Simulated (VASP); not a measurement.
CrCoH3, 5 atoms in the cell. Symmetry: P4mm, No. 99, tetragonal system. The conventional cell has a = 3.232 Å, b = 3.232 Å, c = 3.233 Å, α = 90.00°, β = 90.00°, γ = 90.00°. Cr (site symmetry 4mm) has 12 H at 2.27 to 2.30 Å and 8 Co at 2.80 Å within 3.0 Å. Within 2.2 Å of Co (site symmetry 4mm) lie 6 H at 1.62 Å. Within 2.3 Å of H (site symmetry 4mm) lie 2 Co at 1.62 Å and 8 H at 2.28 to 2.29 Å and 4 Cr at 2.29 Å. Within 2.3 Å of H (site symmetry 2mm) lie 2 Co at 1.62 Å and 4 Cr at 2.27 to 2.30 Å and 8 H at 2.28 to 2.29 Å. 

```yaml
Program: VASP 6.6.1
Task: single point
Functional: PBE
Potentials_or_basis: VASP PAW PBE potentials, release 64 (Cr_pv, Co, H)
Cutoff: 520 eV
k_mesh: 6 × 6 × 6
Occupations: gaussian, width 0.1 eV
Spin: collinear spin
Starting_moments: "[3.31, -0.19, 0.0, 0.0, 0.0] μB"
Dipole_correction: no
Further_INCAR_settings: ALGO = Normal; EDIFF = 1e-07; NBANDS = 24
```

Potentials or basis: VASP PAW PBE potentials, release 64 (Cr_pv, Co, H).

Run with:

```bash
$ cat potpaw_PBE.64/Cr_pv/POTCAR potpaw_PBE.64/Co/POTCAR potpaw_PBE.64/H/POTCAR > POTCAR
$ mpirun -np 1 vasp_std > vasp.out
```

Hardware: 1 thread of Oxide Virtual Turin-like Processor, on a shared host.

Q: How long does it take, and how much memory?

A: It took 110 s on 1 thread of Oxide Virtual Turin-like Processor, on a shared host, peak memory 0.15 GiB. Counts: scf iterations 25, k points 40.
